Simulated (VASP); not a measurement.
Wanted: the native input for a VASP 6.6.1 run.

| Property | Result |
| --- | --- |
| Task | relaxation of cell and atoms |
| Functional | r2SCAN |
| Potentials or basis | VASP PAW PBE potentials, release 64 (Ta_pv, As) |
| Cutoff | 600 eV |
| k mesh | 6 × 6 × 10 |
| Occupations | gaussian, width 0.1 eV |
| Spin | no spin polarisation |
| Dipole correction | no |
| Further INCAR settings | ALGO = Normal; EDIFF = 1e-06; IBRION = 2; EDIFFG = -0.01; NSW = 80; ISIF = 3 |

Crystal: TaAs.

```
Ta As
1.0
     6.23740    0.00000    0.00000
    -3.11870    5.40175    0.00000
     0.00000    0.00000    3.54985
Ta As
3 3
Direct
  0.00000 0.00000 0.00000
  0.33333 0.66667 0.50000
  0.66667 0.33333 0.50000
  0.50000 0.00000 0.00000
  0.50000 0.50000 0.00000
  0.00000 0.50000 0.00000
```

One way to write it, as run:

POSCAR

```
TaAs
1.0
    6.2373995925      0.0000000000      0.0000000000
   -3.1186997962      5.4017465006      0.0000000000
    0.0000000000      0.0000000000      3.5498548923
Ta As
3 3
Direct
    0.0000000000      0.0000000000      0.0000000000
    0.3333333333      0.6666666667      0.5000000000
    0.6666666667      0.3333333333      0.5000000000
    0.5000000000      0.0000000000      0.0000000000
    0.5000000000      0.5000000000      0.0000000000
    0.0000000000      0.5000000000      0.0000000000
```

INCAR.step1

```
ALGO = Normal ; EDIFF = 1E-4
ENCUT = 600 ; GGA = PE
ISMEAR = 0 ; LASPH = True
LCHARG = False ; LREAL = False
LWAVE = True ; NELM = 60
PREC = Accurate ; SIGMA = 0.1
```

INCAR.step2

```
ALGO = Normal ; EDIFF = 1E-6
EDIFFG = -0.01 ; ENCUT = 600
IBRION = 2 ; ISIF = 3
ISMEAR = 0 ; ISTART = 1
LASPH = True ; LCHARG = False
LMIXTAU = True ; LREAL = False
LWAVE = False ; METAGGA = R2SCAN
NELM = 60 ; NSW = 80
PREC = Accurate ; SIGMA = 0.1
```

KPOINTS

```
k-points
0
Gamma
  6 6 10
```

Potentials or basis: VASP PAW PBE potentials, release 64 (Ta_pv, As).

Command:

```sh
$ cat potpaw_PBE.64/Ta_pv/POTCAR potpaw_PBE.64/As/POTCAR > POTCAR
$ cp INCAR.step1 INCAR
$ mpirun -np 1 vasp_std > vasp.out
$ cp INCAR.step2 INCAR
$ mpirun -np 1 vasp_std > vasp.out
```

It gave:

- Relaxed volume: 20.03 Å³/atom
- Relaxed cell: a = 6.266 Å, b = 6.266 Å, c = 3.535 Å, α = 90.00°, β = 90.00°, γ = 120.00°
- Space group after relaxing (to 0.1 Å): P6/mmm (No. 191)
- Energy gained by relaxing: 0.3 meV/atom
- Ionic steps: 5
- Pressure after relaxing: 0.0 GPa
- Band gap on the k mesh: zero (bands 24 and 25 overlap by 0.85 eV)

Caveat: the PAW data sets were made with another functional, which shifts forces and pressure a little; spin-orbit coupling is left out, which moves the levels of the heavy elements.

Run time: 66 min on 1 thread of AMD EPYC 7R43 64-Core Processor (Zen 3), with other jobs on the host, peak memory 0.33 GiB.
